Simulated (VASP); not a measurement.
Runs of VASP 6.6.1 on O. The structure is that of space group Pm-3m (No. 221), or close to it. The cells are those of the table. 

```tsv
cell	gap on the mesh (eV)	pressure (GPa)
a = 1.874 Å, 1 atom	none	30.0
a = 1.941 Å, 1 atom	none	(a)
a = 1.802 Å, 1 atom	none	81.6
a = 1.637 Å, 1 atom	none	(b)
a = 1.723 Å, 1 atom	none	171.8
```

Alike in all rows: task single point; level LDA; potentials or basis VASP PAW LDA potentials, release 64 (O); no spin polarisation; k mesh 18 × 18 × 18; cutoff (eV) 600; smearing fermi-dirac 0.05 eV.

Estimate the missing entries.

(a) 0.0; (b) 334.4.

Caveats: the cell stands under pressure (at least some runs).

A gap of «none» marks levels without a gap at the run's occupations.
